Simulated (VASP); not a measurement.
# Ge5P (P-62m) in VASP: notebook

Ge5P is run at these levels: PBE; tasks: single point.

All numbers are computed with VASP 6.6.1; they aren't measurements. Logs are shortened: lines on timing, memory, paths and dates and some standing lists are left out, and cuts for length are marked.

## (1) The cell of the first run

It takes space group P-62m (No. 189, hexagonal). The conventional cell has a = 5.067 Å, b = 5.067 Å, c = 4.998 Å, α = 90.00°, β = 90.00°, γ = 120.00°. Within 3.8 Å of Ge (site symmetry m2m) lie 10 Ge at 2.88 to 3.02 Å and 2 P at 3.00 Å. Ge (site symmetry -6) has 9 Ge at 2.93 to 3.02 Å and 3 P at 2.93 Å within 3.9 Å. P (site symmetry -62m) has 12 Ge at 2.93 to 3.00 Å within 3.9 Å.

## (2) Single point, PBE

The input, INCAR:

```
  ALGO = Normal
  EDIFF = 1E-7
  ENCUT = 520
  GGA = PE
  ISIF = 2
  ISMEAR = 0
  LASPH = True
  LCHARG = False
  LREAL = False
  LWAVE = False
  NBANDS = 46
  NELM = 100
  PREC = Accurate
  SIGMA = 0.1
```

The input, KPOINTS:

```
k-points
0
Gamma
  3 3 4
```

The input, POSCAR:

```
Ge5P
1.0
    5.0667279782     -0.0000000025      0.0000000000
   -2.5333639869      4.3879151444      0.0000000000
    0.0000000000      0.0000000000      4.9980669714
Ge P
5 1
Direct
    0.6713551185      0.0000000000      0.0000000000
    0.0000000000      0.6713551185      0.0000000000
    0.3286448815      0.3286448815      0.0000000000
    0.3333333333      0.6666666667      0.5000000000
    0.6666666667      0.3333333333      0.5000000000
    0.0000000000      0.0000000000      0.5000000000
```

Potentials or basis: VASP PAW PBE potentials, release 64 (Ge_d, P).

Started as:

```console
$ cat potpaw_PBE.64/Ge_d/POTCAR potpaw_PBE.64/P/POTCAR > POTCAR
$ mpirun -np 1 vasp_std > vasp.out
```

OUTCAR:

```text
EDIFF = 1E-7
   ENCUT = 520
   GGA = PE
   ISIF = 2
   ISMEAR = 0
   LASPH = True
   LREAL = False
   NELM = 100
   PREC = Accurate

 ion  position               nearest neighbor table
   1  0.671  0.000  0.000-   2 2.88   3 2.88
   2  0.000  0.671  0.000-   3 2.88   1 2.88
   3  0.329  0.329  0.000-   2 2.88   1 2.88
   4  0.333  0.667  0.500-   6 2.93   6 2.93   6 2.93
   5  0.667  0.333  0.500-   6 2.93   6 2.93   6 2.93
   6  0.000  0.000  0.500-   4 2.93   5 2.93   4 2.93   5 2.93   5 2.93   4 2.93

  LATTYP: Found a hexagonal cell.
 ALAT       =     5.0667279782
 C/A-ratio  =     0.9864486495

  Lattice vectors:

 A1 = (   5.0667279782,  -0.0000000025,   0.0000000000)
 A2 = (  -2.5333639869,   4.3879151444,   0.0000000000)
 A3 = (   0.0000000000,   0.0000000000,   4.9980669714)

Analysis of symmetry for initial positions (statically):
=====================================================================
 Subroutine PRICEL returns:
 Original cell was already a primitive cell.

 Routine SETGRP: Setting up the symmetry group for a
 hexagonal supercell.

 Subroutine GETGRP returns: Found 12 space group operations
 (whereof 12 operations were pure point group operations)
 out of a pool of 24 trial point group operations.

The static configuration has the point symmetry D_3h.

Analysis of symmetry for dynamics (positions and initial velocities):
=====================================================================
 Subroutine PRICEL returns:
 Original cell was already a primitive cell.

 Routine SETGRP: Setting up the symmetry group for a
 hexagonal supercell.

 Subroutine GETGRP returns: Found 12 space group operations
 (whereof 12 operations were pure point group operations)
 out of a pool of 24 trial point group operations.

The dynamic configuration has the point symmetry D_3h.

 Subroutine INISYM returns: Found 12 space group operations
 (whereof 12 operations are pure point group operations),
 and found     1 'primitive' translations

----------------------------------------------------------------------------------------

                                     Primitive cell

  volume of cell :     111.1189

  direct lattice vectors                    reciprocal lattice vectors
     5.066727978 -0.000000003  0.000000000     0.197366033  0.113949332  0.000000000
    -2.533363987  4.387915144  0.000000000     0.000000000  0.227898664  0.000000000
     0.000000000  0.000000000  4.998066971     0.000000000  0.000000000  0.200077351

  length of vectors
     5.066727978  5.066727978  4.998066971     0.227898664  0.227898664  0.200077351

  position of ions in fractional coordinates (direct lattice)
     0.671355119  0.000000000  0.000000000
     0.000000000  0.671355119  0.000000000
     0.328644881  0.328644881  0.000000000
     0.333333333  0.666666667  0.500000000
     0.666666667  0.333333333  0.500000000
     0.000000000  0.000000000  0.500000000

  ion indices of the primitive-cell ions
   primitive index   ion index
                 1           1
                 2           2
                 3           3
                 4           4
                 5           5
                 6           6

----------------------------------------------------------------------------------------

 KPOINTS: k-points

Automatic generation of k-mesh.
 Grid dimensions read from file:
 generate k-points for:    3    3    4

 Generating k-lattice:

  Cartesian coordinates                     Fractional coordinates (reciprocal lattice)
     0.065788678  0.037983111  0.000000000     0.333333333  0.000000000  0.000000000
     0.000000000  0.075966221  0.000000000     0.000000000  0.333333333  0.000000000
     0.000000000  0.000000000  0.050019338     0.000000000  0.000000000  0.250000000

  Length of vectors
     0.075966221  0.075966221  0.050019338

  Shift w.r.t. Gamma in fractional coordinates (k-lattice)
     0.000000000  0.000000000  0.000000000

 Subroutine IBZKPT returns following result:
 ===========================================

 Found      9 irreducible k-points:

 Following reciprocal coordinates:
            Coordinates               Weight
  0.000000  0.000000  0.000000      1.000000
  0.333333  0.000000  0.000000      6.000000
  0.333333  0.333333  0.000000      2.000000
  0.000000  0.000000  0.250000      2.000000
  0.333333  0.000000  0.250000     12.000000
  0.333333  0.333333  0.250000      4.000000
  0.000000  0.000000  0.500000      1.000000
  0.333333  0.000000  0.500000      6.000000
  0.333333  0.333333  0.500000      2.000000
   k-points           NKPTS =      9   k-points in BZ     NKDIM =      9   number of bands    NBANDS=     46
   number of dos      NEDOS =    301   number of ions     NIONS =      6
   total plane-waves  NPLWV =  64000
   dimension x,y,z NGX =    40 NGY =   40 NGZ =   40
   dimension x,y,z NGXF=    80 NGYF=   80 NGZF=   80
   ions per type =               5   1
   NGX,Y,Z   is equivalent  to a cutoff of  13.12, 13.12, 13.30 a.u.
   NGXF,Y,Z  is equivalent  to a cutoff of  26.25, 26.25, 26.61 a.u.
 SYSTEM =  unknown system
   PREC   = accura    normal or accurate (medium, high low for compatibility)
   ISTART =      0    job   : 0-new  1-cont  2-samecut
   ICHARG =      2    charge: 1-file 2-atom 10-const
   ISPIN  =      1    spin polarized calculation?
   LNONCOLLINEAR =      F non collinear calculations
   LSORBIT =      F    spin-orbit coupling
   LASPH  =      T    aspherical Exc in radial PAW
   ENCUT  =  520.0 eV  38.22 Ry    6.18 a.u.   9.42  9.42  9.29*2*pi/ulx,y,z
   NELM   =    100;   NELMIN=  2; NELMDL= -5     # of ELM steps
   EDIFF  = 0.1E-06   stopping-criterion for ELM
   LREAL  =      F    real-space projection
   EDIFFG = 0.1E-05   stopping-criterion for IOM
   NSW    =      0    number of steps for IOM
   IBRION =     -1    ionic relax: 0-MD 1-quasi-New 2-CG
   NFREE  =      0    steps in history (QN), initial steepest desc. (CG)
   ISIF   =      2    stress and relaxation
   ISYM   =      2    0-nonsym 1-usesym 2-fastsym
   POTIM  = 0.5000    time-step for ionic-motion
   TEBEG  =    0.0;   TEEND  =   0.0 temperature during run
   PSTRESS=    0.0 pullay stress
   NELECT =      75.0000    total number of electrons
   NUPDOWN=      -1.0000    fix difference up-down
   EMIN   =  10.00;   EMAX   =-10.00  energy-range for DOS
   EFERMI =   0.00;   METHOD = LEGACY
   ISMEAR =     0;   SIGMA  =   0.10  broadening in eV -4-tet -1-fermi 0-gaus
   EFERMI_NEDOS =   21; number of points for ismear=-14 and -15
   IALGO  =     38    algorithm
   IMIX   =      4    mixing-type and parameters
     AMIX     =   0.40;   BMIX     =  1.00
     AMIX_MAG =   1.60;   BMIX_MAG =  1.00
  volume/ion in A,a.u.               =      18.52       124.98
  Fermi-wavevector in a.u.,A,eV,Ry     =   1.436038  2.713718 28.058008  2.062205
  Thomas-Fermi vector in A             =   2.555270
   LORBIT       =      0    0 simple, 1 ext, 2 COOP (PROOUT), +10 PAW based schemes
   GGA     = PE    functional components
   LHFCALC =     F    Hartree Fock is set to
   AEXX    =    0.0000 exact exchange contribution
   IVDW    =     0    specifies the selected vdW correction
   LEPSILON=     F    determine dielectric tensor
   LRPA    =     F    only Hartree local field effects (RPA)
 non-spin polarized calculation
 Gauss-broadening in eV      SIGMA  =   0.10
  energy-cutoff  :      520.00
  volume of cell :      111.12
 maximum number of plane-waves:      3018
 NGX is ok and might be reduce to    40
   NGX = 19   NGY = 19   NGZ = 19

 number of electron      74.9999972 magnetization

 Free energy of the ion-electron system (eV)
  ---------------------------------------------------
  ext. energy  EPLUGINS =         0.00000000
  ---------------------------------------------------
  free energy    TOTEN  =       -25.67999296 eV

  energy without entropy =      -25.65149814  energy(sigma->0) =      -25.66574555

 E-fermi :   7.0025     XC(G=0): -11.2284

 val. band max:        6.9450620692   @ k =   0.3333   0.0000   0.5000
 cond. band min:       7.0178115174   @ k =   0.0000   0.0000   0.0000
 fundamental gap:      0.0727494483
 Fermi energy:         7.0025385035

 k-point     1 :       0.0000    0.0000    0.0000
  band No.  band energies     occupation
      1     -17.9027      2.00000
      2     -17.8790      2.00000
      3     -17.8790      2.00000
      4     -17.8755      2.00000
      5     -17.8755      2.00000
      6     -17.8606      2.00000
[... 38 lines left out ...]
     45      11.9963      0.00000
     46      11.9963      0.00000

 k-point     2 :       0.3333    0.0000    0.0000
  band No.  band energies     occupation
      1     -17.9105      2.00000
      2     -17.8880      2.00000
      3     -17.8827      2.00000
      4     -17.8813      2.00000
      5     -17.8752      2.00000
      6     -17.8716      2.00000
[... 38 lines left out ...]
     45      10.7646      0.00000
     46      11.7861      0.00000

 k-point     3 :       0.3333    0.3333    0.0000
  band No.  band energies     occupation
      1     -17.9148      2.00000
      2     -17.9132      2.00000
      3     -17.9132      2.00000
      4     -17.8706      2.00000
      5     -17.8686      2.00000
      6     -17.8686      2.00000
[... 38 lines left out ...]
     45      11.3861      0.00000
     46      11.3861      0.00000

 k-point     4 :       0.0000    0.0000    0.2500
  band No.  band energies     occupation
      1     -17.9021      2.00000
      2     -17.8768      2.00000
      3     -17.8768      2.00000
      4     -17.8711      2.00000
      5     -17.8711      2.00000
      6     -17.8702      2.00000
[... 185 lines left out ...]
     45      12.7150      0.00000
     46      14.2635      0.00000

 k-point     8 :       0.3333    0.0000    0.5000
  band No.  band energies     occupation
      1     -17.9076      2.00000
      2     -17.8899      2.00000
      3     -17.8874      2.00000
      4     -17.8812      2.00000
      5     -17.8745      2.00000
      6     -17.8729      2.00000
[... 38 lines left out ...]
     45      10.8785      0.00000
     46      11.3850      0.00000

 k-point     9 :       0.3333    0.3333    0.5000
  band No.  band energies     occupation
      1     -17.9140      2.00000
      2     -17.9106      2.00000
      3     -17.9106      2.00000
      4     -17.8783      2.00000
      5     -17.8783      2.00000
      6     -17.8682      2.00000
[... 38 lines left out ...]
     45      10.9589      0.00000
     46      12.0793      0.00000

------------------------ aborting loop because EDIFF is reached ----------------------------------------

  FORCE on cell =-STRESS in cart. coord.  units (eV):
  Direction    XX          YY          ZZ          XY          YZ          ZX
  --------------------------------------------------------------------------------------
  -------------------------------------------------------------------------------------
  Total       -0.0904976     -0.0904976     -0.1285688     -0.0000000     -0.0000000      0.0000000
  in kB       -1.3048480     -1.3048480     -1.8537804     -0.0000000     -0.0000000      0.0000000
  external PRESSURE =      -1.4878254 kB  Pullay stress =       0.0000000 kB

 VOLUME and BASIS-vectors are now :
 -----------------------------------------------------------------------------
  energy-cutoff  :      520.00
  volume of cell :      111.12
      direct lattice vectors                 reciprocal lattice vectors
     5.066727978 -0.000000003  0.000000000     0.197366033  0.113949332  0.000000000
    -2.533363987  4.387915144  0.000000000     0.000000000  0.227898664  0.000000000
     0.000000000  0.000000000  4.998066971     0.000000000  0.000000000  0.200077351

 POSITION                                       TOTAL-FORCE (eV/Angst)
 -----------------------------------------------------------------------------------
      3.40157     -0.00000      0.00000        -0.023962      0.000000      0.000000
     -1.70079      2.94585      0.00000         0.011981     -0.020752     -0.000000
      0.83258      1.44207      0.00000         0.011981      0.020752      0.000000
      0.00000      2.92528      2.49903        -0.000000     -0.000000     -0.000000
      2.53336      1.46264      2.49903        -0.000000     -0.000000     -0.000000
      0.00000      0.00000      2.49903        -0.000000     -0.000000     -0.000000
 -----------------------------------------------------------------------------------
    total drift:                               -0.000001     -0.000001     -0.000000

  FREE ENERGIE OF THE ION-ELECTRON SYSTEM (eV)
  ---------------------------------------------------
  free  energy   TOTEN  =       -25.6799929579 eV

  energy  without entropy=      -25.6514981429  energy(sigma->0) =      -25.66574555
```

It took 1.8 min on 1 thread of Oxide Virtual Turin-like, shared host; peak memory 0.2 GiB.

Results:

- Free energy: -25.6800 eV
- Pressure: -0.1 GPa
- Largest force: 0.024 eV/Å

Forces in eV/Å, atoms in the order of the input:
```
Ge  -0.024  0.000  0.000
Ge   0.012 -0.021  0.000
Ge   0.012  0.021  0.000
Ge   0.000  0.000  0.000
Ge   0.000  0.000  0.000
P    0.000  0.000  0.000
```

Caveat: the k points lie up to 0.48 Å⁻¹ apart.

## (3) Single point, PBE

This run uses another cell than the first one, of 25.88 Å³/atom, 1.397 times its volume.

The input, INCAR:

```
  ALGO = Normal
  EDIFF = 1E-7
  ENCUT = 520
  GGA = PE
  ISIF = 2
  ISMEAR = 0
  LASPH = T
  LCHARG = F
  LREAL = F
  LWAVE = F
  NBANDS = 46
  NELM = 60
  PREC = Accurate
  SIGMA = 0.1
```

KPOINTS is that of step 2.

The input, POSCAR:

```
Ge5P
1.0
    5.7585546500      0.0000000000      0.0000000000
   -2.8792773200      4.9870546100      0.0000000000
    0.0000000000      0.0000000000      5.4067585800
Ge P
5 1
Direct
    0.6825739700      0.0000000000      0.0000000000
    0.0000000000      0.6825739700      0.0000000000
    0.3174260300      0.3174260300      0.0000000000
    0.3333333300      0.6666666700      0.5000000000
    0.6666666700      0.3333333300      0.5000000000
    0.0000000000      0.0000000000      0.5000000000
```

Potentials or basis: VASP PAW PBE potentials, release 64 (Ge_d, P).

Started as:

```console
$ cat potpaw_PBE.64/Ge_d/POTCAR potpaw_PBE.64/P/POTCAR > POTCAR
$ mpirun -np 1 vasp_std > vasp.out
```

OUTCAR:

```text
EDIFF = 1E-7
   ENCUT = 520
   GGA = PE
   ISIF = 2
   ISMEAR = 0
   LASPH = T
   LREAL = F
   NELM = 60
   PREC = Accurate

 ion  position               nearest neighbor table
   1  0.683  0.000  0.000-
   2  0.000  0.683  0.000-
   3  0.317  0.317  0.000-
   4  0.333  0.667  0.500-
   5  0.667  0.333  0.500-
   6  0.000  0.000  0.500-
[... 629 lines left out ...]
  Direction    XX          YY          ZZ          XY          YZ          ZX
  --------------------------------------------------------------------------------------
  -------------------------------------------------------------------------------------
  Total      -11.9418179    -11.9418179     -8.1458741     -0.0000000     -0.0000000      0.0000000
  in kB     -123.2214830   -123.2214827    -84.0530893     -0.0000001     -0.0000000      0.0000000
  external PRESSURE =    -110.1653516 kB  Pullay stress =       0.0000000 kB

 VOLUME and BASIS-vectors are now :
 -----------------------------------------------------------------------------
  energy-cutoff  :      520.00
  volume of cell :      155.27
      direct lattice vectors                 reciprocal lattice vectors
     5.758554650  0.000000000  0.000000000     0.173654686  0.100259580  0.000000000
    -2.879277320  4.987054610  0.000000000     0.000000000  0.200519160  0.000000000
     0.000000000  0.000000000  5.406758580     0.000000000  0.000000000  0.184953699

 POSITION                                       TOTAL-FORCE (eV/Angst)
 -----------------------------------------------------------------------------------
      3.93064      0.00000      0.00000        -0.022332     -0.000000     -0.000000
     -1.96532      3.40403      0.00000         0.011166     -0.019340      0.000000
      0.91396      1.58302      0.00000         0.011166      0.019340     -0.000000
     -0.00000      3.32470      2.70338        -0.000000     -0.000000     -0.000000
      2.87928      1.66235      2.70338        -0.000000     -0.000000     -0.000000
      0.00000      0.00000      2.70338        -0.000000      0.000000     -0.000000
 -----------------------------------------------------------------------------------
    total drift:                                0.000000      0.000000      0.000000

  FREE ENERGIE OF THE ION-ELECTRON SYSTEM (eV)
  ---------------------------------------------------
  free  energy   TOTEN  =       -23.5434453645 eV

  energy  without entropy=      -23.4995135192  energy(sigma->0) =      -23.52147944
```

stdout:

```text
POSCAR found type information on POSCAR GeP
 POSCAR found :  2 types and       6 ions
 scaLAPACK will be used
 LDA part: xc-table for (Slater+PW92), standard interpolation
 POSCAR, INCAR and KPOINTS ok, starting setup
 FFT: planning ... GRIDC
 FFT: planning ... GRID_SOFT
 FFT: planning ... GRID
 WAVECAR not read
 entering main loop
```

Wall time 2 min (1 thread of Oxide Virtual Turin-like, shared host); peak memory 0.26 GiB.

Results:

```
Free energy   : -23.5434 eV
Pressure      : -11.0 GPa
Largest force : 0.022 eV/Å
```

Forces in eV/Å, atoms in the order of the input:
```
Ge  -0.022  0.000  0.000
Ge   0.011 -0.019  0.000
Ge   0.011  0.019  0.000
Ge   0.000  0.000  0.000
Ge   0.000  0.000  0.000
P    0.000  0.000  0.000
```

Stress tensor (GPa, compression positive):
```
-12.32   0.00   0.00
  0.00 -12.32   0.00
  0.00   0.00  -8.41
```

Levels at points of the mesh, in eV from the Fermi level:
```csv
k point,band 36,band 37,band 38,band 39,band 40,band 41
"(0.00, 0.00, 0.00)",-1.15,-1.15,-0.24,-0.20,0.40,0.40
"(0.00, 0.00, 0.50)",-1.77,-1.77,-1.54,-1.54,0.00,0.48
```

Caveat: the k points lie up to 0.42 Å⁻¹ apart.
